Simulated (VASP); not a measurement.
P, 2 atoms in the cell. The typed cell holds 2 atoms: a = 4.418 Å, b = 4.418 Å, c = 3.483 Å, α = 90.00°, β = 90.00°, γ = 144.23°. 

```yaml
Program: VASP 6.6.1
Task: single point
Functional: PBE
Potentials_or_basis: VASP PAW PBE potentials, release 64 (P)
Cutoff: 520 eV
k_mesh: 14 × 14 × 11
Occupations: fermi-dirac, width 0.1 eV
Spin: no spin polarisation
Dipole_correction: no
Further_INCAR_settings: ALGO = Normal; EDIFF = 1e-06; NBANDS = 12
```

Potentials or basis: VASP PAW PBE potentials, release 64 (P).

Command:

```console
$ cat potpaw_PBE.64/P/POTCAR > POTCAR
$ mpirun -np 1 vasp_std > vasp.out
```

Hardware: 1 thread of Intel(R) Xeon(R) Platinum 8488C (Sapphire Rapids) (shared host).

Task: Estimate the wall time of this run.

Result: Run time: 2.2 min on 1 thread of Intel(R) Xeon(R) Platinum 8488C (Sapphire Rapids), with other jobs on the host, peak memory 0.34 GiB. Counts: scf iterations 12, k points 582.
